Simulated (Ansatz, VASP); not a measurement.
## W: VASP beside Ansatz

File INCAR:

```
PREC = Accurate
ENCUT = 500
EDIFF = 1E-6
ISMEAR = 0
SIGMA = 0.15
LREAL = False
LASPH = True
NELM = 120
ALGO = Normal
ISIF = 2
LWAVE = False
LCHARG = False
GGA = PE
NBANDS = 13
GGA_COMPAT = False
```

KPOINTS

```
regular mesh
0
Gamma
  26 26 26
```

POSCAR

```
W
1.0
   -1.5917793224      1.5121903563      1.5917793224
    1.5917793224     -1.5121903563      1.5917793224
    1.5917793224      1.5121903563     -1.5917793224
W
1
Direct
    0.0000000000      0.0000000000      0.0000000000
```

Input for Ansatz:

```yaml
crystal:
  lattice:
    - [-1.5917793224, 1.5121903563, 1.5917793224]
    - [1.5917793224, -1.5121903563, 1.5917793224]
    - [1.5917793224, 1.5121903563, -1.5917793224]
  atoms:
    - { symbol: W, position: [0.0, 0.0, 0.0] }
basis:
  ecutwfc: 420
kpoints:
  mp_grid: { grid: [26, 26, 26] }
hamiltonian:
  xc: pbe
scf:
  occupations: { method: gaussian, width: 0.15 }
output:
  forces: true
  stress: true
  eigenvalues: true
```

Change from the starting cell: strain -0.0500 x Voigt [0, 1, 0, 0, 0, 0], atoms carried along.

Alike in both runs: task single point; functional PBE; k mesh 26 × 26 × 26; occupations gaussian, width 0.15 eV; no spin polarisation.

|  | VASP | Ansatz |
| --- | --- | --- |
| version | VASP 6.6.1 | Ansatz 0.2.0 |
| potentials or method | VASP PAW PBE potentials, release 64 (W_sv), cutoff 500 eV | scalar-relativistic, plane waves, PAW |
| valence electrons in the cell | 14 | 14 |

Ansatz gave:

| Quantity | Value |
| --- | --- |
| gap on the k mesh at the Fermi level (eV) | none |
| pressure (GPa) | 17.8 |
| traceless stress, the component that is largest in VASP (GPa) | 12.52 |

Question: Estimate VASP's values.

Answer: gap on the k mesh at the Fermi level (eV): none; pressure (GPa): 18.6; traceless stress, the component that is largest in VASP (GPa): 12.51.

A gap of «none» marks a metal or a gap that the smearing closes.

Neither program's run includes spin-orbit coupling.
